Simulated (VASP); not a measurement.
Au:

```
CELL_PARAMETERS angstrom
0.00000 2.04550 2.04550
2.04550 0.00000 2.04550
2.04550 2.04550 0.00000
ATOMIC_POSITIONS crystal
Au 0.00000 0.00000 0.00000
```

```yaml
Program: VASP 6.6.1
Task: relaxation of cell and atoms
Functional: LDA
Potentials_or_basis: VASP PAW LDA potentials, release 64 (Au)
Cutoff: 600 eV
k_mesh: 18 × 18 × 18
Occupations: gaussian, width 0.1 eV
Spin: no spin polarisation
```

At the start: pressure -5.0 GPa; volume 17.12 Å³/atom.

Problem. Where does the relaxation end?

Solution. Over 4 steps the energy falls by 7.8 meV/atom and the volume is 16.64 Å³/atom (-2.8 %); space group Fm-3m (No. 225, to 0.05 Å).

The path:
```csv
step,energy change (eV),largest force (eV/Å),pressure (GPa),volume (Å³)
1,0.0000,0.0000,-5.05,17.12
2,0.0197,0.0000,11.33,15.82
3,-0.0078,0.0000,-0.09,16.65
4,-0.0078,0.0000,0.02,16.64
```

Final structure:
```cif
data_structure
_symmetry_space_group_name_H-M 'P 1'
_symmetry_Int_Tables_number 1
_cell_length_a 2.8654
_cell_length_b 2.8654
_cell_length_c 2.8654
_cell_angle_alpha 60.000
_cell_angle_beta 60.000
_cell_angle_gamma 60.000
_cell_volume 16.64
loop_
_atom_site_label
_atom_site_type_symbol
_atom_site_fract_x
_atom_site_fract_y
_atom_site_fract_z
_atom_site_occupancy
Au1 Au 0.00000 0.00000 0.00000 1
```
